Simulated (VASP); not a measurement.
Here is a VASP 6.6.1 calculation.

INCAR

```
PREC     = Accurate       # precision mode
ENCUT    = 500            # plane-wave cutoff, eV
EDIFF    = 1E-7           # SCF threshold, eV
ISMEAR   = 0              # smearing method
SIGMA    = 0.2            # smearing width, eV
LREAL    = False          # projectors in reciprocal space
LASPH    = True           # aspherical terms in the spheres
NELM     = 200            # most SCF steps
ALGO     = Normal         # electronic algorithm
ISIF     = 3              # what is computed and relaxed
LWAVE    = False          # write WAVECAR
LCHARG   = False          # write CHGCAR
GGA      = PE             # functional
IBRION   = 2              # ionic algorithm
NSW      = 36             # ionic steps
EDIFFG   = -0.08          # ionic threshold
GGA_COMPAT= False        
NELMIN   = 4            
LMAXMIX  = 6              # l up to which the mixer works
```

The input KPOINTS:

```
Automatic mesh
0
Gamma
  3 3 3
```

File POSCAR:

```
CaNdAu3
1.0
    4.8856017500      0.0000000000      0.0000000000
    0.0000000000      4.8856017500      0.0000000000
    0.0000000000      0.0000000000      4.9127052500
Ca Nd Au
1 1 3
Direct
    0.5000000000      0.5000000000      0.5120000200
    0.0000000000      0.0000000000      0.0000000000
    0.5000000000      0.5000000000      0.9739999800
    0.0000000000      0.5000000000      0.5000000000
    0.5000000000      0.0000000000      0.5000000000
```

Potentials or basis: VASP PAW PBE potentials, release 64 (Ca_sv, Nd_3, Au), 4f in core.

The run is started by

```sh
$ cat potpaw_PBE.64/Ca_sv/POTCAR potpaw_PBE.64/Nd_3/POTCAR potpaw_PBE.64/Au/POTCAR > POTCAR
$ mpirun -np 1 vasp_std > vasp.out
```

Question: What does it give for the relaxed cell?

Answer: a = 5.234 Å, b = 5.234 Å, c = 5.238 Å, α = 90.00°, β = 90.00°, γ = 90.00°.

Question: What does it give for the space group after relaxing (to 0.1 Å)?

Answer: Pm-3m (No. 221).

Final structure:
```
Ca Nd Au
1.0
     5.23433    0.00000    0.00000
     0.00000    5.23433    0.00000
     0.00000    0.00000    5.23754
Ca Nd Au
1 1 3
Direct
  0.50000 0.50000 0.49257
  0.00000 0.00000 0.00037
  0.50000 0.50000 0.99308
  0.00000 0.50000 0.49999
  0.50000 0.00000 0.49999
```

Caveat: the k points lie up to 0.40 Å⁻¹ apart in the final cell, too coarse for converged energies and pressures of a metal; spin-orbit coupling is left out, which moves the levels of the heavy elements; the 4f electrons are frozen in the core, so they carry no moment and show no levels. Spin polarisation is off, so any magnetic state and its effect on volume and gap are missing.
